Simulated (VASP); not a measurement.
A run of VASP 6.6.1 is set up as follows.

INCAR

```
SYSTEM = Zr2SiC2
  PREC = Accurate
  ENCUT = 520
  EDIFF = 1E-7
  ISMEAR = 0
  SIGMA = 0.1
  LREAL = .False.
  LASPH = .True.
  NELM = 100
  ALGO = Normal
  ISIF = 2
  LWAVE = .False.
  LCHARG = .False.
  GGA = PE
  NBANDS = 26
```

Contents of KPOINTS:

```
Automatic mesh
0
Gamma
  6 6 6
  0 0 0
```

File POSCAR:

```
Zr2SiC2
1.0
   -1.5524764807      3.6238446642      2.7315826236
    1.5524764807     -3.6238446642      2.7315826236
    1.5524764807      3.6238446642     -2.7315826236
Zr Si C
2 1 2
Direct
    0.6952318839      0.5000000000      0.1952318839
    0.3047681161      0.5000000000      0.8047681161
    0.0000000000      0.0000000000      0.0000000000
    0.2551078140      0.7551078140      0.5000000000
    0.7448921860      0.2448921860      0.5000000000
```

Potentials or basis: VASP PAW PBE potentials, release 64 (Zr_sv, Si, C).

Command:

```sh
$ cat potpaw_PBE.64/Zr_sv/POTCAR potpaw_PBE.64/Si/POTCAR potpaw_PBE.64/C/POTCAR > POTCAR
$ mpirun -np 1 vasp_std > vasp.out
```

**Question.** Estimate the band gap on the k mesh.

**Answer.** Zero (band 18 reaches 11.89 eV, above the bottom of band 19 at 10.78 eV).

**Question.** Predict the pressure.

**Answer.** 0.2 GPa.

**Question.** Predict the largest force.

**Answer.** 0.019 eV/Å.

Stress tensor (GPa, compression positive):
```
0.26 0.00 0.00
0.00 0.25 0.00
0.00 0.00 0.18
```

Caveat: the k points lie up to 0.39 Å⁻¹ apart.
